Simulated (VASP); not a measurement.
A run of VASP 6.6.1 is set up as follows.

INCAR

```
  PREC = Accurate
  ENCUT = 400
  EDIFF = 1E-8
  ISMEAR = -1
  SIGMA = 0.02
  LREAL = F
  LASPH = T
  NELM = 120
  ALGO = Normal
  ISIF = 2
  LWAVE = F
  LCHARG = F
  GGA = PS
  LEFG = T
  NBANDS = 16
  GGA_COMPAT = F
```

File KPOINTS:

```
regular mesh
0
Gamma
  4 4 4
```

The input POSCAR:

```
GaAs
1.0
    0.0000000000      2.8268500000      2.8268500000
    2.8268500000      0.0000000000      2.8268500000
    2.8268500000      2.8268500000      0.0000000000
Ga As
1 1
Direct
    0.0000000000      0.0000000000      0.0000000000
    0.2500000000      0.2500000000      0.2500000000
```

Potentials or basis: VASP PAW PBE potentials, release 64 (Ga_d, As).

Command:

```bash
$ cat potpaw_PBE.64/Ga_d/POTCAR potpaw_PBE.64/As/POTCAR > POTCAR
$ mpirun -np 1 vasp_std > vasp.out
```

(1) Predict the pressure.

(2) Predict the band gap on the k mesh.

Results:

(1) 0.4 GPa.

(2) 0.44 eV.

Caveat: the k points lie up to 0.48 Å⁻¹ apart; the PAW data sets were made with another functional, which shifts forces and pressure a little.
